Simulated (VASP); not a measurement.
Sb:

```
Sb
1.0
    -1.59487    1.55125    2.72767
     1.54722   -1.56493    2.70791
     1.61542    1.58547   -2.73561
Sb
1
Direct
  0.00000 0.00000 0.00000
```

Base run:

| Property | Result |
| --- | --- |
| Program | VASP 6.6.1 |
| Functional | PBEsol |
| Potentials or basis | VASP PAW PBE potentials, release 64 (Sb) |
| Cutoff | 520 eV |
| k mesh | 9 × 9 × 11 |
| Occupations | methfessel-paxton, width 0.05 eV |
| Spin | no spin polarisation |

Its results: pressure -0.8 GPa.

**Question.** The run is repeated on the same cell with these changes: k mesh from 9 × 9 × 11 to 11 × 11 × 13. What comes out?

**Answer.** Pressure -1.3 GPa.

Caveats: the PAW data sets were made with another functional, which shifts forces and pressure a little.
